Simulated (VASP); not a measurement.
A run of VASP 6.6.1 is set up as follows.

File INCAR:

```
PREC = Accurate
ENCUT = 600
EDIFF = 1E-6
ISMEAR = 0
SIGMA = 0.1
LREAL = False
LASPH = True
NELM = 80
ALGO = Normal
ISIF = 3
LWAVE = False
LCHARG = False
GGA = PE
IBRION = 2
NSW = 80
EDIFFG = -0.025
```

KPOINTS

```
regular mesh
0
Gamma
  4 4 1
```

The input POSCAR:

```
Mg5ZnS6
1.0
    3.6322479182     -0.0023447846     -0.0282597913
   -0.0023447846      3.7394860792     -0.0125595702
   -0.1198656691     -0.0532722010     15.4877914417
Mg Zn S
5 1 6
Direct
    0.4979106678      0.4929414656      0.1688030834
    0.0141776664      0.0134945141      0.3339987752
    0.5014525998      0.4789695152      0.4981799819
   -0.0121032171      0.0049357195      0.6706633683
    0.4925311565      0.5113421945      0.8350852400
    0.0031454487      0.0121974832     -0.0055262249
    0.0173247013     -0.0002516713      0.1669290647
    0.4919146211      0.5230264864      0.3307993281
    0.0089533101     -0.0249382453      0.4990153821
    0.4953921249      0.5066474337      0.6684855266
   -0.0028005833     -0.0067299229      0.8319056521
    0.4921015038      0.4883650274      0.0016608225
```

Potentials or basis: VASP PAW PBE potentials, release 64 (Mg, Zn, S).

Command:

```console
$ cat potpaw_PBE.64/Mg/POTCAR potpaw_PBE.64/Zn/POTCAR potpaw_PBE.64/S/POTCAR > POTCAR
$ mpirun -np 1 vasp_std > vasp.out
```

Question: Estimate the relaxed volume.

Answer: 17.72 Å³/atom.

Question: Estimate the space group after relaxing (to 0.1 Å).

Answer: Pmm2 (No. 25).

Final structure:
```xyz
12
Lattice="3.7001 0.0032 -0.0001 0.0032 3.7004 0.0002 -0.0010 0.0004 15.5270" Properties=species:S:1:pos:R:3 pbc="T T T"
Mg    1.8414    1.8381    2.5581
Mg    3.6921    3.6888    5.1606
Mg    1.8464    1.8505    7.7684
Mg    0.0091    3.6938   10.3616
Mg    1.8597    1.8371   12.9720
Zn    0.0213    0.1862   15.5231
S     3.6945    3.6765    2.5403
S     1.8401    1.8375    5.1654
S     3.6986    3.6990    7.7632
S     1.8564    1.8438   10.3654
S     0.0083    3.6721   12.9833
S     1.8521    1.8007    0.0011
```

Caveat: the k points lie up to 0.42 Å⁻¹ apart in the final cell.
